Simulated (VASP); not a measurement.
# LiH (Pm-3m) in VASP: settings compared

The runs below take LiH through single point, with PBE, r2SCAN.

Everything below comes from runs of VASP 6.6.1. Logs are shortened: lines on timing, memory, paths and dates and some standing lists are left out, and cuts for length are marked.

## Step 1: The cell of the first run

The structure is cubic, space group Pm-3m (No. 221). Conventional cell: a = 2.531 Å, b = 2.531 Å, c = 2.531 Å, α = 90.00°, β = 90.00°, γ = 90.00°. Li (site symmetry m-3m) has 8 H at 2.19 Å and 6 Li at 2.53 Å within 2.9 Å. Within 2.9 Å of H (site symmetry m-3m) lie 8 Li at 2.19 Å and 6 H at 2.53 Å.

## Step 2: Single point, PBE (volume changed by +3%)

Input file INCAR:

```
  ALGO = Normal
  EDIFF = 1E-6
  ENCUT = 520
  GGA = PE
  ISIF = 2
  ISMEAR = 0
  LASPH = T
  LCHARG = F
  LREAL = F
  LWAVE = F
  NBANDS = 9
  NELM = 100
  PREC = Accurate
  SIGMA = 0.01
```

Input file KPOINTS:

```
k-points
0
Gamma
  8 8 8
```

Input file POSCAR:

```
LiH
1.0
    2.5308210980      0.0000000000      0.0000000000
    0.0000000000      2.5308210980      0.0000000000
    0.0000000000      0.0000000000      2.5308210980
Li H
1 1
Direct
    0.0000000000      0.0000000000      0.0000000000
    0.5000000000      0.5000000000      0.5000000000
```

Potentials or basis: VASP PAW PBE potentials, release 64 (Li_sv, H).

Command:

```sh
cat potpaw_PBE.64/Li_sv/POTCAR potpaw_PBE.64/H/POTCAR > POTCAR
mpirun -np 1 vasp_std > vasp.out
```

OUTCAR:

```text
EDIFF = 1E-6
   ENCUT = 520
   GGA = PE
   ISIF = 2
   ISMEAR = 0
   LASPH = T
   LREAL = F
   NELM = 100
   PREC = Accurate

 ion  position               nearest neighbor table
   1  0.000  0.000  0.000-
   2  0.500  0.500  0.500-

  LATTYP: Found a simple cubic cell.
 ALAT       =     2.5308210980

  Lattice vectors:

 A1 = (   2.5308210980,   0.0000000000,   0.0000000000)
 A2 = (   0.0000000000,   2.5308210980,   0.0000000000)
 A3 = (   0.0000000000,   0.0000000000,   2.5308210980)

Analysis of symmetry for initial positions (statically):
=====================================================================
 Subroutine PRICEL returns:
 Original cell was already a primitive cell.

 Routine SETGRP: Setting up the symmetry group for a
 simple cubic supercell.

 Subroutine GETGRP returns: Found 48 space group operations
 (whereof 48 operations were pure point group operations)
 out of a pool of 48 trial point group operations.

The static configuration has the point symmetry O_h .

Analysis of symmetry for dynamics (positions and initial velocities):
=====================================================================
 Subroutine PRICEL returns:
 Original cell was already a primitive cell.

 Routine SETGRP: Setting up the symmetry group for a
 simple cubic supercell.

 Subroutine GETGRP returns: Found 48 space group operations
 (whereof 48 operations were pure point group operations)
 out of a pool of 48 trial point group operations.

The dynamic configuration has the point symmetry O_h .

 Subroutine INISYM returns: Found 48 space group operations
 (whereof 48 operations are pure point group operations),
 and found     1 'primitive' translations

----------------------------------------------------------------------------------------

                                     Primitive cell

  volume of cell :      16.2100

  direct lattice vectors                    reciprocal lattice vectors
     2.530821098  0.000000000  0.000000000     0.395128680  0.000000000  0.000000000
     0.000000000  2.530821098  0.000000000     0.000000000  0.395128680  0.000000000
     0.000000000  0.000000000  2.530821098     0.000000000  0.000000000  0.395128680

  length of vectors
     2.530821098  2.530821098  2.530821098     0.395128680  0.395128680  0.395128680

  position of ions in fractional coordinates (direct lattice)
     0.000000000  0.000000000  0.000000000
     0.500000000  0.500000000  0.500000000

  ion indices of the primitive-cell ions
   primitive index   ion index
                 1           1
[... 79 lines left out ...]
   ISIF   =      2    stress and relaxation
   ISYM   =      2    0-nonsym 1-usesym 2-fastsym
   POTIM  = 0.5000    time-step for ionic-motion
   TEBEG  =    0.0;   TEEND  =   0.0 temperature during run
   PSTRESS=    0.0 pullay stress
   NELECT =       4.0000    total number of electrons
   NUPDOWN=      -1.0000    fix difference up-down
   EMIN   =  10.00;   EMAX   =-10.00  energy-range for DOS
   EFERMI =   0.00;   METHOD = LEGACY
   ISMEAR =     0;   SIGMA  =   0.01  broadening in eV -4-tet -1-fermi 0-gaus
   EFERMI_NEDOS =   21; number of points for ismear=-14 and -15
   IALGO  =     38    algorithm
   IMIX   =      4    mixing-type and parameters
     AMIX     =   0.40;   BMIX     =  1.00
     AMIX_MAG =   1.60;   BMIX_MAG =  1.00
  volume/ion in A,a.u.               =       8.11        54.70
  Fermi-wavevector in a.u.,A,eV,Ry     =   1.026834  1.940434 14.345808  1.054387
  Thomas-Fermi vector in A             =   2.160747
   LORBIT       =      0    0 simple, 1 ext, 2 COOP (PROOUT), +10 PAW based schemes
   GGA     = PE    functional components
   LHFCALC =     F    Hartree Fock is set to
   AEXX    =    0.0000 exact exchange contribution
   IVDW    =     0    specifies the selected vdW correction
   LEPSILON=     F    determine dielectric tensor
   LRPA    =     F    only Hartree local field effects (RPA)
 non-spin polarized calculation
 Gauss-broadening in eV      SIGMA  =   0.01
  energy-cutoff  :      520.00
  volume of cell :       16.21
 maximum number of plane-waves:       461
 NGX is ok and might be reduce to    20
   NGX =  9   NGY =  9   NGZ =  9

 number of electron       4.0000011 magnetization

 Free energy of the ion-electron system (eV)
  ---------------------------------------------------
  ext. energy  EPLUGINS =         0.00000000
  ---------------------------------------------------
  free energy    TOTEN  =        -5.65746130 eV

  energy without entropy =       -5.65746130  energy(sigma->0) =       -5.65746130

 E-fermi :   3.5048     XC(G=0):  -8.5469

 val. band max:        3.2968132633   @ k =   0.5000   0.5000   0.5000
 cond. band min:       4.0386716372   @ k =   0.5000   0.0000   0.0000
 fundamental gap:      0.7418583738
 Fermi energy:         3.5047542379

 k-point     1 :       0.0000    0.0000    0.0000
  band No.  band energies     occupation
      1     -44.7622      2.00000
      2      -5.3091      2.00000
      3      15.0718      0.00000
      4      15.0718      0.00000
      5      15.0718      0.00000
      6      15.4761      0.00000
      7      18.1770      0.00000
      8      18.1770      0.00000
      9      34.3342      0.00000
[... 265 lines left out ...]
 k-point    24 :       0.5000    0.3750    0.1250
  band No.  band energies     occupation
      1     -44.6722      2.00000
      2      -0.0358      2.00000
      3       5.0600      0.00000
      4       6.8638      0.00000
      5      12.3131      0.00000
      6      18.9837      0.00000
      7      21.3848      0.00000
      8      24.6490      0.00000
      9      24.9714      0.00000

 [... further k-points ...]

------------------------ aborting loop because EDIFF is reached ----------------------------------------

  FORCE on cell =-STRESS in cart. coord.  units (eV):
  Direction    XX          YY          ZZ          XY          YZ          ZX
  --------------------------------------------------------------------------------------
  -------------------------------------------------------------------------------------
  Total       -0.1109277     -0.1109277     -0.1109277      0.0000000     -0.0000000      0.0000000
  in kB      -10.9639261    -10.9639261    -10.9639261      0.0000000     -0.0000000      0.0000000
  external PRESSURE =     -10.9639261 kB  Pullay stress =       0.0000000 kB

 VOLUME and BASIS-vectors are now :
 -----------------------------------------------------------------------------
  energy-cutoff  :      520.00
  volume of cell :       16.21
      direct lattice vectors                 reciprocal lattice vectors
     2.530821098  0.000000000  0.000000000     0.395128680  0.000000000  0.000000000
     0.000000000  2.530821098  0.000000000     0.000000000  0.395128680  0.000000000
     0.000000000  0.000000000  2.530821098     0.000000000  0.000000000  0.395128680

 POSITION                                       TOTAL-FORCE (eV/Angst)
 -----------------------------------------------------------------------------------
      0.00000      0.00000      0.00000         0.000000      0.000000      0.000000
      1.26541      1.26541      1.26541         0.000000      0.000000      0.000000
 -----------------------------------------------------------------------------------
    total drift:                                0.000000      0.000000      0.000000

  FREE ENERGIE OF THE ION-ELECTRON SYSTEM (eV)
  ---------------------------------------------------
  free  energy   TOTEN  =        -5.6574613047 eV

  energy  without entropy=       -5.6574613047  energy(sigma->0) =       -5.65746130
```

Run time: 3.3 s. Hardware: 1 thread of Intel Xeon 6975P-C, shared host; peak memory 0.12 GiB.

Results:

```
Free energy            : -5.6575 eV
Band gap on the k mesh : 0.74 eV, indirect (least direct gap 4.18 eV)
```

Caveat: the cell differs from its parent crystal (volume changed by +3%); the cutoff is under 1.25 times the usual one of these potentials, so pressure, stress and relaxed cells hold a basis-set (Pulay) error.

## Step 3: Single point, PBE (volume changed by +6%)

Input file INCAR:

```
  PREC = Accurate
  ENCUT = 520
  EDIFF = 1E-6
  ISMEAR = 0
  SIGMA = 0.01
  LREAL = False
  LASPH = True
  NELM = 80
  ALGO = Normal
  ISIF = 2
  LWAVE = False
  LCHARG = False
  GGA = PE
  NBANDS = 9
```

Input file KPOINTS:

```
Automatic mesh
0
Gamma
  8 8 8
```

Input file POSCAR:

```
LiH
1.0
    2.5551574092      0.0000000000      0.0000000000
    0.0000000000      2.5551574092      0.0000000000
    0.0000000000      0.0000000000      2.5551574092
Li H
1 1
Direct
    0.0000000000      0.0000000000      0.0000000000
    0.5000000000      0.5000000000      0.5000000000
```

Potentials or basis: VASP PAW PBE potentials, release 64 (Li_sv, H).

Command:

```sh
cat potpaw_PBE.64/Li_sv/POTCAR potpaw_PBE.64/H/POTCAR > POTCAR
mpirun -np 1 vasp_std > vasp.out
```

It took 3.7 s on 1 thread of Intel Xeon 6975P-C, shared host; peak memory 0.12 GiB.

Results (log left out):

| Item | Value |
| --- | --- |
| Free energy | -5.6534 eV |
| Band gap on the k mesh | 0.75 eV, indirect (least direct gap 4.16 eV) |

Levels at points of the mesh, in eV from the valence-band top:
| k point | band 1 | band 2 | band 3 | band 4 | band 5 |
| --- | --- | --- | --- | --- | --- |
| (0.00, 0.00, 0.00) | -48.01 | -8.42 | 11.62 | 11.62 | 11.62 |
| (0.50, 0.00, 0.00) | -47.97 | -6.21 | 0.75 | 10.96 | 15.70 |
| (0.50, 0.50, 0.00) | -47.93 | -2.51 | 1.66 | 1.66 | 8.72 |
| (0.50, 0.50, 0.50) | -47.89 | 0.00 | 6.31 | 6.31 | 6.31 |

Caveat: the cell differs from its parent crystal (volume changed by +6%); the cutoff is under 1.25 times the usual one of these potentials, so pressure, stress and relaxed cells hold a basis-set (Pulay) error.

## Step 4: Single point, PBE

This run uses another cell than the first one, of 7.83 Å³/atom, 0.966 times its volume.

Input file INCAR:

```
ALGO = Normal ; EDIFF = 1E-6
ENCUT = 520 ; GGA = PE
ISIF = 2 ; ISMEAR = 0
LASPH = True ; LCHARG = False
LREAL = False ; LWAVE = False
NBANDS = 9 ; NELM = 100
PREC = Accurate ; SIGMA = 0.01
```

Input file KPOINTS:

```
k-points
0
Gamma
  10 10 10
```

Input file POSCAR:

```
LiH
1.0
    2.5016587116      0.0000000000      0.0000000000
    0.0000000000      2.5016587116      0.0000000000
    0.0000000000      0.0000000000      2.5016587116
Li H
1 1
Direct
    0.0000000000      0.0000000000      0.0000000000
    0.5000000000      0.5000000000      0.5000000000
```

Command:

```sh
cat potpaw_PBE.64/Li_sv/POTCAR potpaw_PBE.64/H/POTCAR > POTCAR
mpirun -np 1 vasp_std > vasp.out
```

Run time: 3.7 s. Hardware: 1 thread of Intel Xeon 6975P-C, shared host; peak memory 0.12 GiB.

The run converged. Its results:

- Free energy: -5.6597 eV
- Band gap on the k mesh: 0.73 eV, indirect (least direct gap 4.21 eV)

Levels at points of the mesh, in eV from the valence-band top:
```csv
k point,band 1,band 2,band 3,band 4,band 5,band 6,band 7
"(0.00, 0.00, 0.00)",-48.12,-8.83,11.97,11.97,11.97,12.57,15.11
"(0.50, 0.00, 0.00)",-48.07,-6.59,0.73,11.43,16.26,16.26,19.83
"(0.50, 0.50, 0.00)",-48.02,-2.67,1.54,1.54,9.12,19.47,20.82
"(0.50, 0.50, 0.50)",-47.98,0.00,6.42,6.42,6.42,8.77,8.77
```

Caveat: the cutoff is under 1.25 times the usual one of these potentials, so pressure, stress and relaxed cells hold a basis-set (Pulay) error. A k mesh can miss the band edges.

## Step 5: Single point, r2SCAN (volume changed by -6%)

Input file POSCAR:

```
LiH
1.0
    2.4505901227      0.0000000000      0.0000000000
    0.0000000000      2.4505901227      0.0000000000
    0.0000000000      0.0000000000      2.4505901227
Li H
1 1
Direct
    0.0000000000      0.0000000000      0.0000000000
    0.5000000000      0.5000000000      0.5000000000
```

Input file INCAR.step1:

```
ALGO = Normal
EDIFF = 1E-4
ENCUT = 520
GGA = PE
ISMEAR = 0
LASPH = T
LCHARG = F
LREAL = F
LWAVE = T
NBANDS = 9
NELM = 80
PREC = Accurate
SIGMA = 0.01
```

Input file INCAR.step2:

```
ALGO = Normal
EDIFF = 1E-7
ENCUT = 520
ISIF = 2
ISMEAR = 0
ISTART = 1
LASPH = T
LCHARG = F
LMIXTAU = T
LREAL = F
LWAVE = F
METAGGA = R2SCAN
NBANDS = 9
NELM = 80
PREC = Accurate
SIGMA = 0.01
```

Input file KPOINTS:

```
k-points
0
Gamma
  8 8 8
```

Command:

```sh
cat potpaw_PBE.64/Li_sv/POTCAR potpaw_PBE.64/H/POTCAR > POTCAR
cp INCAR.step1 INCAR
mpirun -np 1 vasp_std > vasp.out
cp INCAR.step2 INCAR
mpirun -np 1 vasp_std > vasp.out
```

It took 14 s on 1 thread of Intel Xeon 6975P-C, shared host; peak memory 0.12 GiB.

Results (log left out):

```
Free energy            : -6.3343 eV
Band gap on the k mesh : 1.27 eV, indirect (least direct gap 4.94 eV)
```

Levels at points of the mesh, in eV from the valence-band top:
```tsv
k point	band 1	band 2	band 3	band 4	band 5	band 6	band 7
(0.00, 0.00, 0.00)	-49.93	-9.56	13.40	13.40	13.40	14.81	16.49
(0.50, 0.00, 0.00)	-49.87	-7.27	1.27	13.23	18.60	18.60	21.27
(0.50, 0.50, 0.00)	-49.81	-3.05	1.89	1.89	10.88	22.57	22.87
(0.50, 0.50, 0.50)	-49.76	0.00	7.62	7.62	7.62	9.23	9.23
```

Caveat: the cell differs from its parent crystal (volume changed by -6%); the cutoff is under 1.25 times the usual one of these potentials, so pressure, stress and relaxed cells hold a basis-set (Pulay) error; the PAW data sets were made with another functional, which shifts forces and pressure a little.

## Step 6: Single point, r2SCAN

This run uses another cell than the first one, of 7.83 Å³/atom, 0.966 times its volume.

Input file POSCAR:

```
LiH
1.0
    2.5016587116      0.0000000000      0.0000000000
    0.0000000000      2.5016587116      0.0000000000
    0.0000000000      0.0000000000      2.5016587116
Li H
1 1
Direct
    0.0000000000      0.0000000000      0.0000000000
    0.5000000000      0.5000000000      0.5000000000
```

Input file INCAR.step1:

```
ALGO = Normal
EDIFF = 1E-4
ENCUT = 520
GGA = PE
ISMEAR = 0
LASPH = True
LCHARG = False
LREAL = False
LWAVE = True
NBANDS = 9
NELM = 80
PREC = Accurate
SIGMA = 0.01
```

Input file INCAR.step2:

```
ALGO = Normal
EDIFF = 1E-7
ENCUT = 520
ISIF = 2
ISMEAR = 0
ISTART = 1
LASPH = True
LCHARG = False
LMIXTAU = True
LREAL = False
LWAVE = False
METAGGA = R2SCAN
NBANDS = 9
NELM = 80
PREC = Accurate
SIGMA = 0.01
```

KPOINTS is that of step 5.

Potentials or basis: VASP PAW PBE potentials, release 64 (Li_sv, H).

Command:

```sh
cat potpaw_PBE.64/Li_sv/POTCAR potpaw_PBE.64/H/POTCAR > POTCAR
cp INCAR.step1 INCAR
mpirun -np 1 vasp_std > vasp.out
cp INCAR.step2 INCAR
mpirun -np 1 vasp_std > vasp.out
```

It took 16 s on 1 thread of Intel Xeon 6975P-C, shared host; peak memory 0.12 GiB.

The run converged. Its results:

- Free energy: -6.3387 eV
- Band gap on the k mesh: 1.30 eV, indirect (least direct gap 4.89 eV)

Levels at points of the mesh, in eV from the valence-band top:
| k point | band 1 | band 2 | band 3 | band 4 | band 5 |
| --- | --- | --- | --- | --- | --- |
| (0.00, 0.00, 0.00) | -49.80 | -9.12 | 13.04 | 13.04 | 13.04 |
| (0.50, 0.00, 0.00) | -49.75 | -6.86 | 1.30 | 12.72 | 18.00 |
| (0.50, 0.50, 0.00) | -49.70 | -2.87 | 2.02 | 2.02 | 10.46 |
| (0.50, 0.50, 0.50) | -49.66 | 0.00 | 7.51 | 7.51 | 7.51 |

Caveat: the cutoff is under 1.25 times the usual one of these potentials, so pressure, stress and relaxed cells hold a basis-set (Pulay) error; the PAW data sets were made with another functional, which shifts forces and pressure a little. A k mesh can miss the band edges.

## Step 7: Summary

| level | cell | k mesh | gap on the mesh (eV) |
| --- | --- | --- | --- |
| PBE | a = 2.531 Å, 2 atoms | 8 × 8 × 8 | 0.74 |
| PBE | a = 2.555 Å, 2 atoms | 8 × 8 × 8 | 0.75 |
| PBE | a = 2.502 Å, 2 atoms | 10 × 10 × 10 | 0.73 |
| r2SCAN | a = 2.451 Å, 2 atoms | 8 × 8 × 8 | 1.27 |
| r2SCAN | a = 2.502 Å, 2 atoms | 8 × 8 × 8 | 1.30 |

Alike in all rows: task single point; potentials or basis VASP PAW PBE potentials, release 64 (Li_sv, H); no spin polarisation; cutoff (eV) 520; smearing gaussian 0.01 eV.

Caveats: the cutoff is under 1.25 times the usual one of these potentials, so pressure, stress and relaxed cells hold a basis-set (Pulay) error; the PAW data sets were made with another functional, which shifts forces and pressure a little (some runs).

Total energies depend on the potentials used, so only differences within one code and one set of settings carry meaning.
